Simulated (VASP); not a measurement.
Input of a VASP 6.6.1 run:

The input INCAR:

```
PREC = Accurate
ENCUT = 520
EDIFF = 1E-7
ISMEAR = -1
SIGMA = 0.03
LREAL = False
LASPH = True
NELM = 100
ALGO = Normal
ISIF = 2
LWAVE = False
LCHARG = False
NBANDS = 30
```

The input KPOINTS:

```
Automatic mesh
0
Gamma
  9 9 9
```

File POSCAR:

```
Pt3Pb
1.0
    4.0580000000      0.0000000000      0.0000000000
    0.0000000000      4.0580000000      0.0000000000
    0.0000000000      0.0000000000      4.0174200000
Pt Pb
3 1
Direct
    0.0000000000      0.5000000000      0.5000000000
    0.5000000000      0.0000000000      0.5000000000
    0.5000000000      0.5000000000      0.0000000000
    0.0000000000      0.0000000000      0.0000000000
```

Potentials or basis: VASP PAW LDA potentials, release 64 (Pt, Pb_d).

Command:

```sh
$ cat potpaw_LDA.64/Pt/POTCAR potpaw_LDA.64/Pb_d/POTCAR > POTCAR
$ mpirun -np 1 vasp_std > vasp.out
```

Estimate the pressure.

-0.1 GPa.

Estimate the band gap on the k mesh.

zero (bands 22 and 23 overlap by 0.42 eV).

Stress tensor (GPa, compression positive):
```
-0.39  0.00  0.00
 0.00 -0.39  0.00
 0.00  0.00  0.50
```

Caveat: the cell differs from its parent crystal (zz strain of -1 %); spin-orbit coupling is left out, which moves the levels of the heavy elements.
